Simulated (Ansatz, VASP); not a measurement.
**Rb: VASP beside Ansatz**

```xyz
1
Lattice="-2.8060 2.8060 2.8060 2.8060 -2.8060 2.8060 2.8060 2.8060 -2.8060" Properties=species:S:1:pos:R:3 pbc="T T T"
Rb    0.0000    0.0000    0.0000
```

Alike in both runs: task single point; functional PBE; k mesh 8 × 8 × 8; occupations fermi-dirac, width 0.05 eV; non-collinear spin, spin-orbit coupling.

|  | VASP | Ansatz |
| --- | --- | --- |
| version | VASP 6.6.1 | Ansatz 0.2.0 |
| potentials or method | VASP PAW PBE potentials, release 64 (Rb_sv), cutoff 520 eV | all-electron LAPW |

```tsv
	VASP	Ansatz	Ansatz less VASP
pressure (GPa)	0.1	0.1	+0.01
```

Ansatz ran all-electron here, and VASP with PAW potentials.
